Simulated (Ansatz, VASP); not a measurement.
CuI in VASP and in Ansatz

```
I Cu
1.0
     0.00000    2.99053    2.99053
     2.99053    0.00000    2.99053
     2.99053    2.99053    0.00000
I Cu
1 1
Cartesian
  0.0000 0.0000 0.0000
  4.4858 4.4858 4.4858
```

Change from the starting cell: volume scaled by 0.96.

Alike in both runs: task single point; functional PBEsol; k mesh 8 × 8 × 8; occupations fermi-dirac, width 0.05 eV; no spin polarisation.

|  | VASP | Ansatz |
| --- | --- | --- |
| version | VASP 6.6.1 | Ansatz 0.2.0 |
| potentials or method | VASP PAW PBE potentials, release 64 (I, Cu), cutoff 520 eV | all-electron LAPW, scalar-relativistic |

Ansatz gave:

| Property | Result |
| --- | --- |
| gap on the k mesh at the Fermi level (eV) | 1.12 |
| least direct gap on the mesh (eV) | 1.12 |
| pressure (GPa) | -1.0 |

**Question.** Which values does VASP return?

**Answer.** gap on the k mesh at the Fermi level (eV): 1.14; least direct gap on the mesh (eV): 1.14; pressure (GPa): -0.9.

VASP's potentials were made for PBE, not for PBEsol. Ansatz ran all-electron here, and VASP with PAW potentials.

Spin-orbit coupling is off throughout.
